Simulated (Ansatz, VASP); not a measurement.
**One calculation of Na, two programs**

```xyz
1
Lattice="-2.1175 2.1175 2.0540 2.1175 -2.1175 2.0540 2.1175 2.1175 -2.0540" Properties=species:S:1:pos:R:3 pbc="T T T"
Na    0.0000    0.0000    0.0000
```

Change from the starting cell: zz strain of -3 %.

Alike in both runs: task single point; functional PBE; k mesh 12 × 12 × 12; occupations fermi-dirac, width 0.05 eV; no spin polarisation.

```csv
,VASP,Ansatz
version,VASP 6.6.1,Ansatz 0.2.0
potentials or method,"VASP PAW PBE potentials, release 64 (Na_pv), cutoff 520 eV","all-electron LAPW, scalar-relativistic"
```

|  | VASP | Ansatz | Ansatz less VASP |
| --- | --- | --- | --- |
| pressure (GPa) | 0.0 | 0.0 | +0.04 |
| traceless stress, the component that is largest in VASP (GPa) | -0.06 | -0.06 | -0.001 |

Ansatz ran all-electron here, and VASP with PAW potentials.
